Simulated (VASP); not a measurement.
Pd: single point with PBE

Crystal: Pd.

```
CELL_PARAMETERS angstrom
-1.57228 1.57228 1.57228
1.57228 -1.57228 1.57228
1.57228 1.57228 -1.57228
ATOMIC_POSITIONS crystal
Pd 0.00000 0.00000 0.00000
```

```
Program             : VASP 6.6.1
Task                : single point
Functional          : PBE
Potentials or basis : VASP PAW PBE potentials, release 64 (Pd)
Cutoff              : 520 eV
k mesh              : 12 × 12 × 12
Occupations         : fermi-dirac, width 0.05 eV
Spin                : no spin polarisation
```

```
Pressure               : -1.4 GPa
Band gap on the k mesh : zero (band 5 reaches 9.47 eV, above the bottom of band 6 at 7.93 eV)
```

Levels at points of the mesh, in eV from the Fermi level:
| k point | band 3 | band 4 | band 5 | band 6 | band 7 | band 8 |
| --- | --- | --- | --- | --- | --- | --- |
| (0.00, 0.00, 0.00) | -2.71 | -2.71 | -0.87 | -0.87 | 19.29 | 19.29 |
| (0.50, 0.00, 0.00) | -0.94 | -0.66 | 0.57 | 1.52 | 7.55 | 15.04 |
| (0.50, 0.50, 0.50) | 0.21 | 0.21 | 0.21 | 9.07 | 9.07 | 9.07 |

It took 5.3 s on 1 thread of Intel(R) Xeon(R) 6975P-C (Granite Rapids), with other jobs on the host, peak memory 0.12 GiB.
